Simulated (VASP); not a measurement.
**S: relaxation of cell and atoms with PBE+D4**

Crystal: S.

```
CELL_PARAMETERS angstrom
2.97000 0.00000 0.00000
-1.48500 2.57210 0.00000
0.00000 0.00000 4.85001
ATOMIC_POSITIONS crystal
S 0.33333 0.66667 0.25000
S 0.66667 0.33333 0.75000
```

This isn't the form of S at room conditions, which is orthorhombic, of S8 rings.

```yaml
Program: VASP 6.6.1
Task: relaxation of cell and atoms
Functional: PBE
Dispersion: D4
Potentials_or_basis: VASP PAW PBE potentials, release 64 (S)
Cutoff: 600 eV
k_mesh: 17 × 17 × 9
Occupations: fermi-dirac, width 0.05 eV
Spin: no spin polarisation
Target_pressure: 10 GPa
Dipole_correction: no
Further_INCAR_settings: ALGO = Normal; EDIFF = 1e-06; IBRION = 2; EDIFFG = -0.03; NSW = 80; ISIF = 3
```

The relaxed volume is 14.58 Å³/atom, the relaxed cell is a = 3.130 Å, b = 3.130 Å, c = 3.437 Å, α = 90.00°, β = 90.00°, γ = 120.00° and the space group after relaxing (to 0.1 Å) is P6_3/mmc (No. 194). The energy change on relaxing (the run minimises the enthalpy) is -515.4 meV/atom. The ionic steps are 18, the pressure after relaxing is 10.1 GPa and the band gap on the k mesh is zero (bands 6 and 7 overlap by 2.40 eV). The dispersion energy per atom is -0.437 eV.

The path:
| step | energy change (eV) | largest force (eV/Å) | pressure (GPa) | volume (Å³) |
| --- | --- | --- | --- | --- |
| 1 | 0.0000 | 0.0000 | -11.41 | 37.05 |
| 2 | -0.0450 | 0.0000 | 22.87 | 25.29 |
| 3 | -0.2389 | 0.0000 | 11.12 | 27.30 |
| 4 | -0.3514 | 0.0000 | 13.25 | 26.91 |
| 5 | -0.5460 | 0.0000 | 29.90 | 25.20 |
| 6 | -0.5900 | 0.0000 | 29.10 | 25.42 |
| 7 | -0.6758 | 0.0000 | 27.59 | 26.06 |
| 8 | -0.7573 | 0.0000 | 24.18 | 26.55 |
| 9 | -0.9428 | 0.0000 | 15.13 | 28.03 |
| 10 | -1.0892 | 0.0000 | 1.90 | 31.16 |
| 11 | -1.0236 | 0.0000 | 9.94 | 29.08 |
| 12 | -1.0191 | 0.0000 | 10.27 | 29.00 |
| 13 | -1.0152 | 0.0000 | 10.55 | 28.94 |
| 14 | -1.0170 | 0.0000 | 10.51 | 28.96 |
| 15 | -1.0220 | 0.0000 | 10.40 | 29.03 |
| 16 | -1.0305 | 0.0000 | 10.19 | 29.16 |
| 17 | -1.0280 | 0.0000 | 10.27 | 29.12 |
| 18 | -1.0308 | 0.0000 | 10.06 | 29.16 |

Final structure:
```
CELL_PARAMETERS angstrom
3.12996 0.00000 0.00000
-1.56498 2.71063 0.00000
0.00000 0.00000 3.43718
ATOMIC_POSITIONS crystal
S 0.33333 0.66667 0.25000
S 0.66667 0.33333 0.75000
```

Levels at points of the mesh, in eV from the Fermi level:
| k point | band 4 | band 5 | band 6 | band 7 | band 8 | band 9 |
| --- | --- | --- | --- | --- | --- | --- |
| (0.00, 0.00, 0.00) | -2.58 | -2.58 | 1.05 | 1.05 | 3.74 | 4.63 |

Run time: 4 min on 1 thread of Intel(R) Xeon(R) Platinum 8559C (Emerald Rapids), with other jobs on the host, peak memory 0.21 GiB.

Caveat: the cell is relaxed towards a set pressure, so the run minimises the enthalpy, not the energy; the volume moved by over 15 % at a fixed basis, so the end points are rough.
